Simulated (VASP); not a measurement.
# Hf (I4/mmm) in VASP: notebook, part 2 of 2

VASP 6.6.1. Earlier steps stand in the parts before.

## 4. Single point, r2SCAN (strain +0.080 along x and y, +0.000 along z)

The input, POSCAR:

```
Hf
1.0
    0.0000000000      2.3976000000      2.2200000000
    2.3976000000      0.0000000000      2.2200000000
    2.3976000000      2.3976000000      0.0000000000
Hf
1
Direct
    0.0000000000      0.0000000000      0.0000000000
```

The input, INCAR.step1:

```
PREC     = Accurate       # precision mode
ENCUT    = 520            # plane-wave cutoff, eV
ISMEAR   = 0              # smearing method
SIGMA    = 0.15           # smearing width, eV
LREAL    = F              # projectors in reciprocal space
LASPH    = T              # aspherical terms in the spheres
NELM     = 100            # most SCF steps
NBANDS   = 11             # bands
GGA      = PE             # functional
ALGO     = Normal         # electronic algorithm
EDIFF    = 1E-4           # SCF threshold, eV
LWAVE    = T              # write WAVECAR
LCHARG   = F              # write CHGCAR
```

The input, INCAR.step2:

```
PREC     = Accurate       # precision mode
ENCUT    = 520            # plane-wave cutoff, eV
EDIFF    = 1E-6           # SCF threshold, eV
ISMEAR   = 0              # smearing method
SIGMA    = 0.15           # smearing width, eV
LREAL    = F              # projectors in reciprocal space
LASPH    = T              # aspherical terms in the spheres
NELM     = 100            # most SCF steps
ALGO     = Normal         # electronic algorithm
ISIF     = 2              # what is computed and relaxed
LWAVE    = F              # write WAVECAR
LCHARG   = F              # write CHGCAR
METAGGA  = R2SCAN         # meta-GGA
LMIXTAU  = T            
NBANDS   = 11             # bands
ISTART   = 1
```

The input, KPOINTS:

```
regular mesh
0
Gamma
  18 18 18
```

Potentials or basis: VASP PAW PBE potentials, release 64 (Hf_pv).

Command:

```sh
cat potpaw_PBE.64/Hf_pv/POTCAR > POTCAR
cp INCAR.step1 INCAR
mpirun -np 1 vasp_std > vasp.out
cp INCAR.step2 INCAR
mpirun -np 1 vasp_std > vasp.out
```

OUTCAR:

```text
PREC = Accurate
   ENCUT = 520
   EDIFF = 1E-6
   ISMEAR = 0
   LREAL = F
   LASPH = T
   NELM = 100
   ISIF = 2
   METAGGA = R2SCAN
   ISTART = 1

 ion  position               nearest neighbor table
   1  0.000  0.000  0.000-

  LATTYP: Found a body centered tetragonal cell.
 ALAT       =     3.3907184371
 C/A-ratio  =     1.3094570022

  Lattice vectors:

 A1 = (   0.0000000000,  -2.3976000000,  -2.2200000000)
 A2 = (   0.0000000000,   2.3976000000,  -2.2200000000)
 A3 = (   2.3976000000,   0.0000000000,   2.2200000000)

Analysis of symmetry for initial positions (statically):
=====================================================================
 Subroutine PRICEL returns:
 Original cell was already a primitive cell.

 Routine SETGRP: Setting up the symmetry group for a
 body centered tetragonal supercell.

 Subroutine GETGRP returns: Found 16 space group operations
 (whereof 16 operations were pure point group operations)
 out of a pool of 16 trial point group operations.

The static configuration has the point symmetry D_4h.

Analysis of symmetry for dynamics (positions and initial velocities):
=====================================================================
 Subroutine PRICEL returns:
 Original cell was already a primitive cell.

 Routine SETGRP: Setting up the symmetry group for a
 body centered tetragonal supercell.

 Subroutine GETGRP returns: Found 16 space group operations
 (whereof 16 operations were pure point group operations)
 out of a pool of 16 trial point group operations.

The dynamic configuration has the point symmetry D_4h.

 Subroutine INISYM returns: Found 16 space group operations
 (whereof 16 operations are pure point group operations),
 and found     1 'primitive' translations

----------------------------------------------------------------------------------------

                                     Primitive cell

  volume of cell :      25.5233

  direct lattice vectors                    reciprocal lattice vectors
     0.000000000  2.397600000  2.220000000    -0.208541875  0.208541875  0.225225225
     2.397600000  0.000000000  2.220000000     0.208541875 -0.208541875  0.225225225
     2.397600000  2.397600000  0.000000000     0.208541875  0.208541875 -0.225225225

  length of vectors
     3.267550422  3.267550422  3.390718437     0.371087361  0.371087361  0.371087361

  position of ions in fractional coordinates (direct lattice)
     0.000000000  0.000000000  0.000000000

  ion indices of the primitive-cell ions
   primitive index   ion index
                 1           1

----------------------------------------------------------------------------------------

 KPOINTS: regular mesh

Automatic generation of k-mesh.
 Grid dimensions read from file:
 generate k-points for:   18   18   18

 Generating k-lattice:

  Cartesian coordinates                     Fractional coordinates (reciprocal lattice)
    -0.011585660  0.011585660  0.012512513     0.055555556  0.000000000  0.000000000
     0.011585660 -0.011585660  0.012512513     0.000000000  0.055555556  0.000000000
     0.011585660  0.011585660 -0.012512513     0.000000000  0.000000000  0.055555556

  Length of vectors
     0.020615965  0.020615965  0.020615965

  Shift w.r.t. Gamma in fractional coordinates (k-lattice)
     0.000000000  0.000000000  0.000000000

 Subroutine IBZKPT returns following result:
 ===========================================

 Found    480 irreducible k-points:

 Following reciprocal coordinates:
            Coordinates               Weight
  0.000000  0.000000  0.000000      1.000000
  0.055556  0.000000  0.000000      8.000000
  0.111111  0.000000  0.000000      8.000000
  0.166667 -0.000000  0.000000      8.000000
  0.222222 -0.000000  0.000000      8.000000
  0.277778  0.000000  0.000000      8.000000
[... 16 lines left out ...]
 -0.277778  0.055556  0.000000      8.000000
 -0.222222  0.055556  0.000000      8.000000
 [... further k-points ...]
   k-points           NKPTS =    480   k-points in BZ     NKDIM =    480   number of bands    NBANDS=     11
   number of dos      NEDOS =    301   number of ions     NIONS =      1
   total plane-waves  NPLWV =  16128
   dimension x,y,z NGX =    24 NGY =   24 NGZ =   28
   dimension x,y,z NGXF=    48 NGYF=   48 NGZF=   56
   ions per type =               1
   NGX,Y,Z   is equivalent  to a cutoff of  12.21, 12.21, 13.73 a.u.
   NGXF,Y,Z  is equivalent  to a cutoff of  24.42, 24.42, 27.46 a.u.
 SYSTEM =  unknown system
   PREC   = accura    normal or accurate (medium, high low for compatibility)
   ISTART =      1    job   : 0-new  1-cont  2-samecut
   ICHARG =      0    charge: 1-file 2-atom 10-const
   ISPIN  =      1    spin polarized calculation?
   LNONCOLLINEAR =      F non collinear calculations
   LSORBIT =      F    spin-orbit coupling
   LASPH  =      T    aspherical Exc in radial PAW
   ENCUT  =  520.0 eV  38.22 Ry    6.18 a.u.   6.08  6.08  6.30*2*pi/ulx,y,z
   NELM   =    100;   NELMIN=  2; NELMDL=  0     # of ELM steps
   EDIFF  = 0.1E-05   stopping-criterion for ELM
   LREAL  =      F    real-space projection
   EDIFFG = 0.1E-04   stopping-criterion for IOM
   NSW    =      0    number of steps for IOM
   IBRION =     -1    ionic relax: 0-MD 1-quasi-New 2-CG
   NFREE  =      0    steps in history (QN), initial steepest desc. (CG)
   ISIF   =      2    stress and relaxation
   ISYM   =      2    0-nonsym 1-usesym 2-fastsym
   POTIM  = 0.5000    time-step for ionic-motion
   TEBEG  =    0.0;   TEEND  =   0.0 temperature during run
   PSTRESS=    0.0 pullay stress
   NELECT =      10.0000    total number of electrons
   NUPDOWN=      -1.0000    fix difference up-down
   EMIN   =  10.00;   EMAX   =-10.00  energy-range for DOS
   EFERMI =   0.00;   METHOD = LEGACY
   ISMEAR =     0;   SIGMA  =   0.15  broadening in eV -4-tet -1-fermi 0-gaus
   EFERMI_NEDOS =   21; number of points for ismear=-14 and -15
   IALGO  =     38    algorithm
   IMIX   =      4    mixing-type and parameters
     AMIX     =   0.40;   BMIX     =  1.00
     AMIX_MAG =   1.60;   BMIX_MAG =  1.00
  volume/ion in A,a.u.               =      25.52       172.24
  Fermi-wavevector in a.u.,A,eV,Ry     =   1.197924  2.263749 19.524666  1.435022
  Thomas-Fermi vector in A             =   2.333827
   LORBIT       =      0    0 simple, 1 ext, 2 COOP (PROOUT), +10 PAW based schemes
   METAGGA = R2SCAN    functional components
   LHFCALC =     F    Hartree Fock is set to
   AEXX    =    0.0000 exact exchange contribution
   IVDW    =     0    specifies the selected vdW correction
   LEPSILON=     F    determine dielectric tensor
   LRPA    =     F    only Hartree local field effects (RPA)
 non-spin polarized calculation
 Gauss-broadening in eV      SIGMA  =   0.15
  energy-cutoff  :      520.00
  volume of cell :       25.52
 maximum number of plane-waves:       710
   NGX = 13   NGY = 13   NGZ = 13

 number of electron      10.0000000 magnetization

 Free energy of the ion-electron system (eV)
  ---------------------------------------------------
  ext. energy  EPLUGINS =         0.00000000
  ---------------------------------------------------
  free energy    TOTEN  =       -44.93412739 eV

  energy without entropy =      -44.91720225  energy(sigma->0) =      -44.92566482

 E-fermi :   3.7334     XC(G=0): -11.5301

 val. band max:        3.7323303783   @ k =   0.3333   0.1667   0.1111
 cond. band min:       3.7426785605   @ k =  -0.2222  -0.0000   0.1111
 fundamental gap:      0.0103481822
 Fermi energy:         3.7333991183

 k-point     1 :       0.0000    0.0000    0.0000
  band No.  band energies     occupation
      1     -27.9047      2.00000
      2     -27.9021      2.00000
      3     -27.9021      2.00000
      4      -3.3510      2.00000
      5       5.0396      0.00000
      6       5.0396      0.00000
      7       5.7798      0.00000
      8       7.2383      0.00000
      9       8.2265      0.00000
     10      15.2154      0.00000
     11      15.2415      0.00000

 k-point     2 :       0.0556    0.0000    0.0000
  band No.  band energies     occupation
      1     -27.9201      2.00000
      2     -27.9052      2.00000
      3     -27.9049      2.00000
      4      -3.2540      2.00000
      5       4.9945      0.00000
      6       5.0829      0.00000
      7       5.7655      0.00000
      8       7.2056      0.00000
      9       8.1658      0.00000
     10      15.2153      0.00000
     11      15.4591      0.00000
[... 295 lines left out ...]
 k-point    24 :      -0.2222    0.0556    0.0000
  band No.  band energies     occupation
      1     -28.1506      2.00000
      2     -27.9453      2.00000
      3     -27.9443      2.00000
      4      -1.6760      2.00000
      5       4.0145      0.00804
      6       5.3538      0.00000
      7       5.8717      0.00000
      8       7.1321      0.00000
      9       8.2155      0.00000
     10      15.2127      0.00000
     11      15.5686      0.00000

 [... further k-points ...]
[... 5 lines left out ...]
  --------------------------------------------------------------------------------------
  -------------------------------------------------------------------------------------
  Total       -2.0083614     -2.0083614     -1.4667965      0.0000000      0.0000000     -0.0000000
  in kB     -126.0712370   -126.0712370    -92.0754825      0.0000000      0.0000000     -0.0000000
  external PRESSURE =    -114.7393188 kB  Pullay stress =       0.0000000 kB

 VOLUME and BASIS-vectors are now :
 -----------------------------------------------------------------------------
  energy-cutoff  :      520.00
  volume of cell :       25.52
      direct lattice vectors                 reciprocal lattice vectors
     0.000000000  2.397600000  2.220000000    -0.208541875  0.208541875  0.225225225
     2.397600000  0.000000000  2.220000000     0.208541875 -0.208541875  0.225225225
     2.397600000  2.397600000  0.000000000     0.208541875  0.208541875 -0.225225225

 POSITION                                       TOTAL-FORCE (eV/Angst)
 -----------------------------------------------------------------------------------
      0.00000      0.00000      0.00000        -0.000000     -0.000000      0.000000
 -----------------------------------------------------------------------------------
    total drift:                               -0.000000     -0.000000     -0.000000

  FREE ENERGIE OF THE ION-ELECTRON SYSTEM (eV)
  ---------------------------------------------------
  free  energy   TOTEN  =       -44.9341273856 eV

  energy  without entropy=      -44.9172022478  energy(sigma->0) =      -44.92566482
```

Wall time 2.1 min (1 thread of Intel Xeon 6975P-C (Granite Rapids), shared host); peak memory 0.26 GiB.

What came out:

| Quantity | Value |
| --- | --- |
| Free energy | -44.9341 eV |
| Pressure | -11.5 GPa |
| Band gap on the k mesh | zero (band 5 reaches 5.10 eV, above the bottom of band 6 at 3.11 eV) |

Levels at points of the mesh, in eV from the Fermi level:
| k point | band 2 | band 3 | band 4 | band 5 | band 6 | band 7 | band 8 | band 9 |
| --- | --- | --- | --- | --- | --- | --- | --- | --- |
| (0.00, 0.00, 0.00) | -31.64 | -31.64 | -7.08 | 1.31 | 1.31 | 2.05 | 3.50 | 4.49 |
| (0.50, 0.00, 0.00) | -31.74 | -31.68 | -3.35 | 0.04 | 0.94 | 1.85 | 5.50 | 6.04 |
| (0.50, 0.50, 0.00) | -31.87 | -31.87 | -2.66 | -1.86 | 2.67 | 5.83 | 6.24 | 6.24 |
| (0.50, 0.00, 0.50) | -31.85 | -31.77 | -2.87 | -1.60 | 1.45 | 5.73 | 5.86 | 6.57 |

Caveat: the cell differs from its parent crystal (strain +0.080 along x and y, +0.000 along z); the PAW data sets were made with another functional, which shifts forces and pressure a little; spin-orbit coupling is left out, which moves the levels of the heavy elements.

## 5. Overview

```tsv
cell	gap on the mesh (eV)	pressure (GPa)
a = 3.203, b = 3.203, c = 3.265 Å, angles 59.4, 59.4, 61.3°, 1 atom	none	-5.6
a = 3.208, b = 3.208, c = 3.391 Å, angles 58.1, 58.1, 63.8°, 1 atom	none	-8.5
a = 3.268, b = 3.268, c = 3.391 Å, angles 58.7, 58.7, 62.5°, 1 atom	none	-11.5
```

Alike in all rows: task single point; level r2SCAN; potentials or basis VASP PAW PBE potentials, release 64 (Hf_pv); no spin polarisation; k mesh 18 × 18 × 18; cutoff (eV) 520; smearing gaussian 0.15 eV.

Caveats: the PAW data sets were made with another functional, which shifts forces and pressure a little; spin-orbit coupling is left out, which moves the levels of the heavy elements.

Total energies depend on the potentials used, so only differences within one code and one set of settings carry meaning.
